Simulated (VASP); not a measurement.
Write the native input for VASP 6.6.1 that does the following.

* Task: single point
* Functional: PBE
* Potentials or basis: VASP PAW PBE potentials, release 64 (Mg, O)
* Cutoff: 520 eV
* k mesh: 6 × 6 × 6
* Occupations: gaussian, width 0.1 eV
* Spin: no spin polarisation
* Dipole correction: no
* Further INCAR settings: ALGO = Normal; EDIFF = 1e-06; NBANDS = 16

The structure of MgO lies in POSCAR:

```
MgO
1.0
    2.3511481200     -2.3511481200      0.0000000000
    2.3511481200      2.3511481200      0.0000000000
    0.0000000000      0.0000000000      3.3250255600
Mg O
2 2
Direct
    0.6250000000      0.6250000000      0.0000000000
    0.3750000000      0.3750000000      0.5000000000
    0.8750000000      0.1250000000      0.2500000000
    0.1250000000      0.8750000000      0.7500000000
```

One way to write it, as run:

INCAR

```
SYSTEM = MgO
  PREC = Accurate
  ENCUT = 520
  EDIFF = 1E-6
  ISMEAR = 0
  SIGMA = 0.1
  LREAL = .FALSE.
  LASPH = .TRUE.
  NELM = 60
  ALGO = Normal
  ISIF = 2
  LWAVE = .FALSE.
  LCHARG = .TRUE.
  GGA = PE
  LELF = .TRUE.
  LVHAR = .TRUE.
  NBANDS = 16
```

KPOINTS

```
Automatic mesh
0
G
  6 6 6
  0 0 0
```

Potentials or basis: VASP PAW PBE potentials, release 64 (Mg, O).

The run is started by

```bash
$ cat potpaw_PBE.64/Mg/POTCAR potpaw_PBE.64/O/POTCAR > POTCAR
$ mpirun -np 1 vasp_std > vasp.out
```

It gave:

The pressure is 48.6 GPa, the largest force is 7.625 eV/Å and the band gap on the k mesh is 0.14 eV, indirect (least direct gap 0.46 eV).

Caveat: forces of over 1 eV/Å act on the atoms, so gaps and moduli don't describe the material at rest.

Wall time 46 s on 1 thread of Intel Xeon 8259CL, on a shared host, peak memory 0.17 GiB.
